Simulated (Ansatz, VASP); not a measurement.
## One calculation of GaO, two programs

```
Ga O
1.0
     3.04219    0.00000    0.00000
    -1.52109    2.63461    0.00000
     0.00000    0.00000    2.95868
Ga O
1 1
Direct
  0.00000 0.00000 0.00000
  0.66667 0.33333 0.50000
```

Change from the starting cell: species swapped into the ZnIr type (P-6m2, No. 187).

Alike in both runs: functional PBE; k mesh 6 × 6 × 6; occupations gaussian, width 0.1 eV; no spin polarisation.

Ansatz relaxed the structure, and its values are those at the end. VASP's run is a single point on that final structure, the one shown.

|  | VASP | Ansatz |
| --- | --- | --- |
| version | VASP 6.6.1 | Ansatz 0.2.0 |
| potentials or method | VASP PAW PBE potentials, release 64 (Ga_d, O), cutoff 520 eV | scalar-relativistic, plane waves, PAW |
| valence electrons in the cell | 19 | 19 |

VASP gave:

```
gap on the k mesh at the Fermi level (eV) : none
pressure (GPa)                            : 0.2
```

Q: Estimate Ansatz's values.

A: gap on the k mesh at the Fermi level (eV): none; pressure (GPa): -0.2.

A gap of «none» marks a metal or a gap that the smearing closes.

The k mesh is coarse, so the values compare programs but aren't converged.
